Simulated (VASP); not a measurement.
# GaP (F-43m) in VASP: notebook, part 2 of 2

VASP 6.6.1. The steps go on from the part before.

### 5 Single point, PBE

This run uses another cell than the first one, of 20.85 Å³/atom, 1.030 times its volume.

INCAR reads:

```
ALGO = Normal
EDIFF = 1E-7
ENCUT = 520
GGA = PE
ISIF = 2
ISMEAR = 0
LASPH = T
LCHARG = F
LREAL = F
LWAVE = F
NBANDS = 16
NELM = 60
PREC = Accurate
SIGMA = 0.02
```

KPOINTS reads:

```
k-points
0
Gamma
  8 8 8
```

POSCAR reads:

```
GaP
1.0
    0.0000000000      2.7525368107      2.7525368107
    2.7525368107      0.0000000000      2.7525368107
    2.7525368107      2.7525368107      0.0000000000
Ga P
1 1
Direct
    0.0000000000      0.0000000000      0.0000000000
    0.2500000000      0.2500000000      0.2500000000
```

Potentials or basis: VASP PAW PBE potentials, release 64 (Ga_d, P).

On the command line:

```
> cat potpaw_PBE.64/Ga_d/POTCAR potpaw_PBE.64/P/POTCAR > POTCAR
> mpirun -np 1 vasp_std > vasp.out
```

OUTCAR:

```text
EDIFF = 1E-7
   ENCUT = 520
   GGA = PE
   ISIF = 2
   ISMEAR = 0
   LASPH = T
   LREAL = F
   NELM = 60
   PREC = Accurate

 ion  position               nearest neighbor table
   1  0.000  0.000  0.000-   2 2.38   2 2.38   2 2.38   2 2.38
   2  0.250  0.250  0.250-   1 2.38   1 2.38   1 2.38   1 2.38

  LATTYP: Found a face centered cubic cell.
 ALAT       =     5.5050736214

  Lattice vectors:

 A1 = (   0.0000000000,   2.7525368107,   2.7525368107)
 A2 = (   2.7525368107,   0.0000000000,   2.7525368107)
 A3 = (   2.7525368107,   2.7525368107,   0.0000000000)

Analysis of symmetry for initial positions (statically):
=====================================================================
 Subroutine PRICEL returns:
 Original cell was already a primitive cell.

 Routine SETGRP: Setting up the symmetry group for a
 face centered cubic supercell.

 Subroutine GETGRP returns: Found 24 space group operations
 (whereof 24 operations were pure point group operations)
 out of a pool of 48 trial point group operations.

The static configuration has the point symmetry T_d .

Analysis of symmetry for dynamics (positions and initial velocities):
=====================================================================
 Subroutine PRICEL returns:
 Original cell was already a primitive cell.

 Routine SETGRP: Setting up the symmetry group for a
 face centered cubic supercell.

 Subroutine GETGRP returns: Found 24 space group operations
 (whereof 24 operations were pure point group operations)
 out of a pool of 48 trial point group operations.

The dynamic configuration has the point symmetry T_d .

 Subroutine INISYM returns: Found 24 space group operations
 (whereof 24 operations are pure point group operations),
 and found     1 'primitive' translations

----------------------------------------------------------------------------------------

                                     Primitive cell

  volume of cell :      41.7090

  direct lattice vectors                    reciprocal lattice vectors
     0.000000000  2.752536811  2.752536811    -0.181650613  0.181650613  0.181650613
     2.752536811  0.000000000  2.752536811     0.181650613 -0.181650613  0.181650613
     2.752536811  2.752536811  0.000000000     0.181650613  0.181650613 -0.181650613

  length of vectors
     3.892674889  3.892674889  3.892674889     0.314628092  0.314628092  0.314628092

  position of ions in fractional coordinates (direct lattice)
     0.000000000  0.000000000  0.000000000
     0.250000000  0.250000000  0.250000000

  ion indices of the primitive-cell ions
   primitive index   ion index
                 1           1
                 2           2

----------------------------------------------------------------------------------------

 KPOINTS: k-points

Automatic generation of k-mesh.
 Grid dimensions read from file:
 generate k-points for:    8    8    8

 Generating k-lattice:

  Cartesian coordinates                     Fractional coordinates (reciprocal lattice)
    -0.022706327  0.022706327  0.022706327     0.125000000  0.000000000  0.000000000
     0.022706327 -0.022706327  0.022706327     0.000000000  0.125000000  0.000000000
     0.022706327  0.022706327 -0.022706327     0.000000000  0.000000000  0.125000000

  Length of vectors
     0.039328511  0.039328511  0.039328511

  Shift w.r.t. Gamma in fractional coordinates (k-lattice)
     0.000000000  0.000000000  0.000000000

 Subroutine IBZKPT returns following result:
 ===========================================

 Found     29 irreducible k-points:

 Following reciprocal coordinates:
            Coordinates               Weight
  0.000000  0.000000  0.000000      1.000000
  0.125000  0.000000  0.000000      8.000000
  0.250000  0.000000  0.000000      8.000000
  0.375000  0.000000  0.000000      8.000000
  0.500000  0.000000  0.000000      4.000000
  0.125000  0.125000  0.000000      6.000000
[... 16 lines left out ...]
  0.500000  0.250000  0.125000     48.000000
 -0.375000  0.250000  0.125000     24.000000
 [... further k-points ...]
   k-points           NKPTS =     29   k-points in BZ     NKDIM =     29   number of bands    NBANDS=     16
   number of dos      NEDOS =    301   number of ions     NIONS =      2
   total plane-waves  NPLWV =  27000
   dimension x,y,z NGX =    30 NGY =   30 NGZ =   30
   dimension x,y,z NGXF=    60 NGYF=   60 NGZF=   60
   ions per type =               1   1
   NGX,Y,Z   is equivalent  to a cutoff of  12.81, 12.81, 12.81 a.u.
   NGXF,Y,Z  is equivalent  to a cutoff of  25.62, 25.62, 25.62 a.u.
 SYSTEM =  unknown system
   PREC   = accura    normal or accurate (medium, high low for compatibility)
   ISTART =      0    job   : 0-new  1-cont  2-samecut
   ICHARG =      2    charge: 1-file 2-atom 10-const
   ISPIN  =      1    spin polarized calculation?
   LNONCOLLINEAR =      F non collinear calculations
   LSORBIT =      F    spin-orbit coupling
   LASPH  =      T    aspherical Exc in radial PAW
   ENCUT  =  520.0 eV  38.22 Ry    6.18 a.u.   7.24  7.24  7.24*2*pi/ulx,y,z
   NELM   =     60;   NELMIN=  2; NELMDL= -5     # of ELM steps
   EDIFF  = 0.1E-06   stopping-criterion for ELM
   LREAL  =      F    real-space projection
   EDIFFG = 0.1E-05   stopping-criterion for IOM
   NSW    =      0    number of steps for IOM
   IBRION =     -1    ionic relax: 0-MD 1-quasi-New 2-CG
   NFREE  =      0    steps in history (QN), initial steepest desc. (CG)
   ISIF   =      2    stress and relaxation
   ISYM   =      2    0-nonsym 1-usesym 2-fastsym
   POTIM  = 0.5000    time-step for ionic-motion
   TEBEG  =    0.0;   TEEND  =   0.0 temperature during run
   PSTRESS=    0.0 pullay stress
   NELECT =      18.0000    total number of electrons
   NUPDOWN=      -1.0000    fix difference up-down
   EMIN   =  10.00;   EMAX   =-10.00  energy-range for DOS
   EFERMI =   0.00;   METHOD = LEGACY
   ISMEAR =     0;   SIGMA  =   0.02  broadening in eV -4-tet -1-fermi 0-gaus
   EFERMI_NEDOS =   21; number of points for ismear=-14 and -15
   IALGO  =     38    algorithm
   IMIX   =      4    mixing-type and parameters
     AMIX     =   0.40;   BMIX     =  1.00
     AMIX_MAG =   1.60;   BMIX_MAG =  1.00
  volume/ion in A,a.u.               =      20.85       140.73
  Fermi-wavevector in a.u.,A,eV,Ry     =   1.237150  2.337875 20.824279  1.530541
  Thomas-Fermi vector in A             =   2.371730
   LORBIT       =      0    0 simple, 1 ext, 2 COOP (PROOUT), +10 PAW based schemes
   GGA     = PE    functional components
   LHFCALC =     F    Hartree Fock is set to
   AEXX    =    0.0000 exact exchange contribution
   IVDW    =     0    specifies the selected vdW correction
   LEPSILON=     F    determine dielectric tensor
   LRPA    =     F    only Hartree local field effects (RPA)
 non-spin polarized calculation
 Gauss-broadening in eV      SIGMA  =   0.02
  energy-cutoff  :      520.00
  volume of cell :       41.71
 maximum number of plane-waves:      1158
 NGX is ok and might be reduce to    30
   NGX = 15   NGY = 15   NGZ = 15

 number of electron      18.0000003 magnetization

 Free energy of the ion-electron system (eV)
  ---------------------------------------------------
  ext. energy  EPLUGINS =         0.00000000
  ---------------------------------------------------
  free energy    TOTEN  =        -9.12558120 eV

  energy without entropy =       -9.12558120  energy(sigma->0) =       -9.12558120

 E-fermi :   4.5084     XC(G=0):  -9.6972

 val. band max:        4.3522893170   @ k =   0.0000   0.0000   0.0000
 cond. band min:       5.9323052206   @ k =   0.0000   0.0000   0.0000
 fundamental gap:      1.5800159036
 Fermi energy:         4.5084488745

 k-point     1 :       0.0000    0.0000    0.0000
  band No.  band energies     occupation
      1     -10.1519      2.00000
      2     -10.1519      2.00000
      3     -10.1519      2.00000
      4     -10.0611      2.00000
      5     -10.0611      2.00000
      6      -7.9187      2.00000
[... 8 lines left out ...]
     15      14.0977      0.00000
     16      14.0977      0.00000

 k-point     2 :       0.1250    0.0000    0.0000
  band No.  band energies     occupation
      1     -10.1638      2.00000
      2     -10.1477      2.00000
      3     -10.1477      2.00000
      4     -10.0611      2.00000
      5     -10.0611      2.00000
      6      -7.7243      2.00000
[... 8 lines left out ...]
     15      13.4918      0.00000
     16      13.9129      0.00000
[... 387 lines left out ...]
      5     -10.0529      2.00000
      6      -5.9870      2.00000
[... 8 lines left out ...]
     15      15.7337      0.00000
     16      17.0512      0.00000

 k-point    24 :      -0.3750    0.2500    0.1250
  band No.  band energies     occupation
      1     -10.2305      2.00000
      2     -10.1239      2.00000
      3     -10.1130      2.00000
      4     -10.0655      2.00000
      5     -10.0544      2.00000
      6      -5.5605      2.00000
[... 8 lines left out ...]
     15      16.2473      0.00000
     16      16.6892      0.00000

 [... further k-points ...]
[... 5 lines left out ...]
  --------------------------------------------------------------------------------------
  -------------------------------------------------------------------------------------
  Total        0.0091037      0.0091037      0.0091037      0.0000000      0.0000000      0.0000000
  in kB        0.3497019      0.3497019      0.3497019      0.0000000      0.0000000      0.0000000
  external PRESSURE =       0.3497019 kB  Pullay stress =       0.0000000 kB

 VOLUME and BASIS-vectors are now :
 -----------------------------------------------------------------------------
  energy-cutoff  :      520.00
  volume of cell :       41.71
      direct lattice vectors                 reciprocal lattice vectors
     0.000000000  2.752536811  2.752536811    -0.181650613  0.181650613  0.181650613
     2.752536811  0.000000000  2.752536811     0.181650613 -0.181650613  0.181650613
     2.752536811  2.752536811  0.000000000     0.181650613  0.181650613 -0.181650613

 POSITION                                       TOTAL-FORCE (eV/Angst)
 -----------------------------------------------------------------------------------
      0.00000      0.00000      0.00000        -0.000000     -0.000000     -0.000000
      1.37627      1.37627      1.37627         0.000000      0.000000      0.000000
 -----------------------------------------------------------------------------------
    total drift:                                0.000002      0.000002      0.000002

  FREE ENERGIE OF THE ION-ELECTRON SYSTEM (eV)
  ---------------------------------------------------
  free  energy   TOTEN  =        -9.1255811980 eV

  energy  without entropy=       -9.1255811980  energy(sigma->0) =       -9.12558120
```

OSZICAR:

```text
N       E                     dE             d eps       ncg     rms          rms(c)
DAV:   1     0.821090457513E+02    0.82109E+02   -0.88844E+03   944   0.155E+03
DAV:   2    -0.301516936644E+01   -0.85124E+02   -0.80688E+02  1040   0.315E+02
DAV:   3    -0.928442768971E+01   -0.62693E+01   -0.62504E+01  1120   0.653E+01
DAV:   4    -0.938463702432E+01   -0.10021E+00   -0.10018E+00  1152   0.911E+00
DAV:   5    -0.938651281316E+01   -0.18758E-02   -0.18757E-02  1208   0.110E+00    0.411E+00
DAV:   6    -0.914950036742E+01    0.23701E+00   -0.37704E-01  1400   0.101E+01    0.270E+00
DAV:   7    -0.912468865767E+01    0.24812E-01   -0.89745E-02  1272   0.196E+00    0.109E+00
DAV:   8    -0.912502673635E+01   -0.33808E-03   -0.12912E-02  1104   0.136E+00    0.174E-01
DAV:   9    -0.912542962795E+01   -0.40289E-03   -0.13043E-03  1200   0.506E-01    0.818E-02
DAV:  10    -0.912550689784E+01   -0.77270E-04   -0.11255E-04  1408   0.109E-01    0.412E-02
DAV:  11    -0.912558122048E+01   -0.74323E-04   -0.10255E-04  1104   0.830E-02    0.500E-03
DAV:  12    -0.912558085577E+01    0.36471E-06   -0.28385E-06  1160   0.215E-02    0.275E-03
DAV:  13    -0.912558115975E+01   -0.30398E-06   -0.81087E-07  1176   0.739E-03    0.188E-03
DAV:  14    -0.912558119799E+01   -0.38245E-07   -0.29334E-08   936   0.140E-03
   1 F= -.91255812E+01 E0= -.91255812E+01  d E =-.220596E-30
```

stdout:

```text
POSCAR found type information on POSCAR GaP
 POSCAR found :  2 types and       2 ions
 scaLAPACK will be used
 LDA part: xc-table for (Slater+PW92), standard interpolation
 POSCAR, INCAR and KPOINTS ok, starting setup
 FFT: planning ... GRIDC
 FFT: planning ... GRID_SOFT
 FFT: planning ... GRID
 WAVECAR not read
 entering main loop
```

Run time: 11 s. Hardware: 1 thread of Intel Xeon 6975P-C (Granite Rapids), shared host; peak memory 0.17 GiB.

What came out:

```yaml
Free_energy: -9.1256 eV
Pressure: 0.0 GPa
Band_gap_on_the_k_mesh: 1.58 eV, direct
```

### 6 The runs side by side

| cell | gap on the mesh (eV) | pressure (GPa) |
| --- | --- | --- |
| a = 3.854 Å, angles 60.0°, 2 atoms | 1.64 | 2.4 |
| a = 3.853 Å, angles 60.0°, 2 atoms | 1.64 | 2.5 |
| a = 3.813 Å, angles 60.0°, 2 atoms | 1.59 | 5.5 |
| a = 3.893 Å, angles 60.0°, 2 atoms | 1.58 | 0.0 |

Alike in all rows: task single point; level PBE; potentials or basis VASP PAW PBE potentials, release 64 (Ga_d, P); no spin polarisation; k mesh 8 × 8 × 8; cutoff (eV) 520; smearing gaussian 0.02 eV.

Total energies depend on the potentials used, so only differences within one code and one set of settings carry meaning.

### 7 How close it comes

Step 2. Measured gap of GaP: 2.34 eV (indirect; 10 K; quoted in “Stacking defects in GaP nanowires: Electronic structure and optical properties”, 2018, arxiv:1810.01194). This calculation gives 1.64 eV (-0.70 eV). Spin-orbit coupling on Ga is left out. The value is that of PBE on a finite k mesh, which can miss the band edges, without temperature or zero-point motion. Semilocal functionals fall short of measured gaps as a rule.

Step 5. A measured gap of GaP is 2.34 eV (indirect; 10 K; quoted in “Stacking defects in GaP nanowires: Electronic structure and optical properties”, 2018, arxiv:1810.01194); the calculated 1.58 eV misses it by -0.76 eV. Spin-orbit coupling on Ga is left out. The value is that of PBE on a finite k mesh, which can miss the band edges, without temperature or zero-point motion. Semilocal functionals fall short of measured gaps as a rule.
